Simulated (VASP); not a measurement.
# Nb (I4/mmm) in VASP: a series of runs, part 2 of 2

VASP 6.6.1.

## Step 3: Single point, r2SCAN

POSCAR

```
Nb
1.0
    0.0000000000      2.0808811305      2.1849251870
    2.0808811305      0.0000000000      2.1849251870
    2.0808811305      2.0808811305      0.0000000000
Nb
1
Direct
    0.0000000000      0.0000000000      0.0000000000
```

INCAR.step1

```
SYSTEM = Nb
PREC = Accurate
ENCUT = 520
ISMEAR = 0
SIGMA = 0.15
LREAL = .False.
LASPH = .True.
NELM = 60
NBANDS = 12
GGA = PE
ALGO = Normal
EDIFF = 1E-4
LWAVE = .True.
LCHARG = .False.
```

INCAR.step2

```
SYSTEM = Nb
PREC = Accurate
ENCUT = 520
EDIFF = 1E-6
ISMEAR = 0
SIGMA = 0.15
LREAL = .False.
LASPH = .True.
NELM = 60
ALGO = Normal
ISIF = 2
LWAVE = .False.
LCHARG = .False.
METAGGA = R2SCAN
LMIXTAU = .True.
NBANDS = 12
ISTART = 1
```

KPOINTS

```
regular mesh
0
Gamma
  22 22 22
  0 0 0
```

Potentials or basis: VASP PAW PBE potentials, release 64 (Nb_sv).

Started as:

```bash
> cat potpaw_PBE.64/Nb_sv/POTCAR > POTCAR
> cp INCAR.step1 INCAR
> mpirun -np 1 vasp_std > vasp.out
> cp INCAR.step2 INCAR
> mpirun -np 1 vasp_std > vasp.out
```

OUTCAR:

```text
SYSTEM = Nb
   PREC = Accurate
   ENCUT = 520
   EDIFF = 1E-6
   ISMEAR = 0
   LREAL = .False.
   LASPH = .True.
   NELM = 60
   ISIF = 2
   METAGGA = R2SCAN
   ISTART = 1

 ion  position               nearest neighbor table
   1  0.000  0.000  0.000-

  LATTYP: Found a body centered tetragonal cell.
 ALAT       =     2.9428103164
 C/A-ratio  =     1.4849242405

  Lattice vectors:

 A1 = (  -2.0808811305,   0.0000000000,   2.1849251870)
 A2 = (   2.0808811305,   0.0000000000,   2.1849251870)
 A3 = (   0.0000000000,   2.0808811305,  -2.1849251870)

Analysis of symmetry for initial positions (statically):
=====================================================================
 Subroutine PRICEL returns:
 Original cell was already a primitive cell.

 Routine SETGRP: Setting up the symmetry group for a
 body centered tetragonal supercell.

 Subroutine GETGRP returns: Found 16 space group operations
 (whereof 16 operations were pure point group operations)
 out of a pool of 16 trial point group operations.

The static configuration has the point symmetry D_4h.

Analysis of symmetry for dynamics (positions and initial velocities):
=====================================================================
 Subroutine PRICEL returns:
 Original cell was already a primitive cell.

 Routine SETGRP: Setting up the symmetry group for a
 body centered tetragonal supercell.

 Subroutine GETGRP returns: Found 16 space group operations
 (whereof 16 operations were pure point group operations)
 out of a pool of 16 trial point group operations.

The dynamic configuration has the point symmetry D_4h.

 Subroutine INISYM returns: Found 16 space group operations
 (whereof 16 operations are pure point group operations),
 and found     1 'primitive' translations

----------------------------------------------------------------------------------------

                                     Primitive cell

  volume of cell :      18.9217

[... 109 lines left out ...]
  Thomas-Fermi vector in A             =   2.562841
   LORBIT       =      0    0 simple, 1 ext, 2 COOP (PROOUT), +10 PAW based schemes
   METAGGA = R2SCAN    functional components
   LHFCALC =     F    Hartree Fock is set to
   AEXX    =    0.0000 exact exchange contribution
   IVDW    =     0    specifies the selected vdW correction
   LEPSILON=     F    determine dielectric tensor
   LRPA    =     F    only Hartree local field effects (RPA)
 non-spin polarized calculation
 Gauss-broadening in eV      SIGMA  =   0.15
  energy-cutoff  :      520.00
  volume of cell :       18.92
 maximum number of plane-waves:       540
   NGX = 11   NGY = 11   NGZ = 11

 number of electron      13.0000000 magnetization

 Free energy of the ion-electron system (eV)
  ---------------------------------------------------
  ext. energy  EPLUGINS =         0.00000000
  ---------------------------------------------------
  free energy    TOTEN  =       -24.54065740 eV

  energy without entropy =      -24.52526367  energy(sigma->0) =      -24.53296053

 E-fermi :  10.8284     XC(G=0): -13.3342

 val. band max:       10.8196757371   @ k =  -0.2273   0.1364   0.0455
 cond. band min:      10.8289530405   @ k =  -0.1818   0.1818   0.1364
 fundamental gap:      0.0092773034
 Fermi energy:        10.8284143757

 k-point     1 :       0.0000    0.0000    0.0000
  band No.  band energies     occupation
      1     -45.7824      2.00000
      2     -20.4467      2.00000
      3     -20.4226      2.00000
      4     -20.4226      2.00000
      5       4.2649      2.00000
      6      10.5743      1.98343
      7      11.2325      0.00014
      8      11.2325      0.00014
      9      13.3347      0.00000
     10      14.2033      0.00000
     11      23.1211      0.00000
     12      27.2737      0.00000
[... 331 lines left out ...]
 k-point    24 :      -0.4545    0.0455    0.0000
  band No.  band energies     occupation
      1     -45.5763      2.00000
      2     -21.6541      2.00000
      3     -20.6547      2.00000
      4     -20.5408      2.00000
      5       6.8986      2.00000
      6      10.4691      1.99929
      7      11.2722      0.00003
      8      11.8809      0.00000
      9      15.4479      0.00000
     10      16.0453      0.00000
     11      21.7451      0.00000
     12      23.1037      0.00000

 [... further k-points ...]
[... 5 lines left out ...]
  --------------------------------------------------------------------------------------
  -------------------------------------------------------------------------------------
  Total       -0.7371752     -0.7371752      0.5238447      0.0000000      0.0000000      0.0000000
  in kB      -62.4194871    -62.4194871     44.3559679      0.0000000      0.0000000      0.0000000
  external PRESSURE =     -26.8276688 kB  Pullay stress =       0.0000000 kB

 VOLUME and BASIS-vectors are now :
 -----------------------------------------------------------------------------
  energy-cutoff  :      520.00
  volume of cell :       18.92
      direct lattice vectors                 reciprocal lattice vectors
     0.000000000  2.080881130  2.184925187    -0.240282827  0.240282827  0.228840787
     2.080881130  0.000000000  2.184925187     0.240282827 -0.240282827  0.228840787
     2.080881130  2.080881130  0.000000000     0.240282827  0.240282827 -0.228840787

 POSITION                                       TOTAL-FORCE (eV/Angst)
 -----------------------------------------------------------------------------------
      0.00000      0.00000      0.00000         0.000000     -0.000000      0.000000
 -----------------------------------------------------------------------------------
    total drift:                                0.000000      0.000000      0.000000

  FREE ENERGIE OF THE ION-ELECTRON SYSTEM (eV)
  ---------------------------------------------------
  free  energy   TOTEN  =       -24.5406574002 eV

  energy  without entropy=      -24.5252636684  energy(sigma->0) =      -24.53296053
```

OUTCAR.step1:

```text
SYSTEM = Nb
   PREC = Accurate
   ENCUT = 520
   ISMEAR = 0
   LREAL = .False.
   LASPH = .True.
   NELM = 60
[... 577 lines left out ...]
 -----------------------------------------------------------------------------------
      0.00000      0.00000      0.00000         0.000000     -0.000000      0.000000
 -----------------------------------------------------------------------------------
    total drift:                                0.000000      0.000000     -0.000000

  FREE ENERGIE OF THE ION-ELECTRON SYSTEM (eV)
  ---------------------------------------------------
  free  energy   TOTEN  =        -9.9230450456 eV

  energy  without entropy=       -9.9061684731  energy(sigma->0) =       -9.91460676
```

It took 5.9 min on 1 thread of Intel Xeon 6975P-C (Granite Rapids), shared host; peak memory 0.3 GiB.

What came out:

```
Free energy            : -24.5407 eV
Pressure               : -2.7 GPa
Band gap on the k mesh : zero (an odd number of electrons rules out a gap without spin polarisation)
```

Stress tensor (GPa, compression positive):
```
-6.24  0.00  0.00
 0.00 -6.24  0.00
 0.00  0.00  4.44
```

Levels at points of the mesh, in eV from the Fermi level:
```
           k point  band 2  band 3  band 4  band 5  band 6  band 7  band 8  band 9  band 10  band 11
(0.00, 0.00, 0.00)  -31.28  -31.25  -31.25   -6.56   -0.25    0.40    0.40    2.51     3.37    12.29
(0.50, 0.00, 0.00)  -32.50  -31.47  -31.37   -4.00   -0.30    0.38    1.25    4.74     5.02    10.95
(0.50, 0.50, 0.00)  -32.41  -31.62  -31.62   -4.17   -3.42    3.01    5.01    5.39     5.39    12.30
(0.50, 0.00, 0.50)  -32.42  -31.79  -31.67   -4.16   -3.46    3.92    4.86    5.11     5.68    11.22
```

Caveat: the PAW data sets were made with another functional, which shifts forces and pressure a little.
